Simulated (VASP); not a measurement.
Set up this calculation in VASP 6.6.1, as the native input.

- Task: relaxation of cell and atoms
- Functional: PBE
- Potentials or basis: VASP PAW PBE potentials, release 64 (Pd, Pt, Se)
- Cutoff: 600 eV
- k mesh: 2 × 2 × 2
- Occupations: gaussian, width 0.15 eV
- Spin: no spin polarisation
- Dipole correction: no
- Further INCAR settings: LREAL = Auto; ALGO = Normal; EDIFF = 1e-06; IBRION = 2; EDIFFG = -0.08; NSW = 36; ISIF = 3

The structure of Pd3PtSe4 lies in POSCAR:

```
Pd3PtSe4
1.0
    6.8600000000      0.0000000000      0.0000000000
    0.0000000000      6.8600000000      0.0000000000
    0.0000000000      0.0000000000      7.0400000000
Pd Pt Se
6 2 8
Direct
    0.2500000000      0.5250000000      0.5000000000
    0.7500000000      0.4750000000      0.5000000000
    0.5250000000      0.7500000000      0.0000000000
    0.4750000000      0.2500000000      0.0000000000
    0.0000000000      0.0000000000      0.7500000000
    0.0000000000      0.0000000000      0.2500000000
    0.0000000000      0.5000000000      0.0000000000
    0.5000000000      0.0000000000      0.5000000000
    0.1900000000      0.3200000000      0.7700000000
    0.1900000000      0.3200000000      0.2300000000
    0.8100000000      0.6800000000      0.2300000000
    0.8100000000      0.6800000000      0.7700000000
    0.3200000000      0.8100000000      0.2700000000
    0.3200000000      0.8100000000      0.7300000000
    0.6800000000      0.1900000000      0.7300000000
    0.6800000000      0.1900000000      0.2700000000
```

The input as run:

INCAR

```
SYSTEM = Pd3PtSe4
PREC = Accurate
ENCUT = 600
EDIFF = 1E-6
ISMEAR = 0
SIGMA = 0.15
LREAL = Auto
LASPH = .True.
NELM = 100
ALGO = Normal
ISIF = 3
LWAVE = .False.
LCHARG = .False.
GGA = PE
IBRION = 2
NSW = 36
EDIFFG = -0.08
```

KPOINTS

```
regular mesh
0
Gamma
  2 2 2
  0 0 0
```

Potentials or basis: VASP PAW PBE potentials, release 64 (Pd, Pt, Se).

Command:

```bash
$ cat potpaw_PBE.64/Pd/POTCAR potpaw_PBE.64/Pt/POTCAR potpaw_PBE.64/Se/POTCAR > POTCAR
$ mpirun -np 1 vasp_std > vasp.out
```

It gave:

| Item | Value |
| --- | --- |
| Relaxed volume | 20.58 Å³/atom |
| Relaxed cell | a = 6.837 Å, b = 6.837 Å, c = 7.045 Å, α = 90.00°, β = 90.00°, γ = 90.00° |
| Space group after relaxing (to 0.1 Å) | P4_2/m (No. 84) |
| Energy gained by relaxing | 34.2 meV/atom |
| Ionic steps | 8 |
| Pressure after relaxing | 0.1 GPa |
| Largest force after relaxing | 0.073 eV/Å |
| Band gap on the k mesh | zero (bands 64 and 65 overlap by 0.23 eV) |

Caveat: the k points lie up to 0.46 Å⁻¹ apart in the final cell; spin-orbit coupling is left out, which moves the levels of the heavy elements; the relaxation stopped at a loose force limit of 0.08 eV/Å, so its end isn't a converged minimum.

Wall time 37 min on 1 thread of Intel(R) Xeon(R) Platinum 8488C (Sapphire Rapids), on a shared host, peak memory 0.54 GiB.
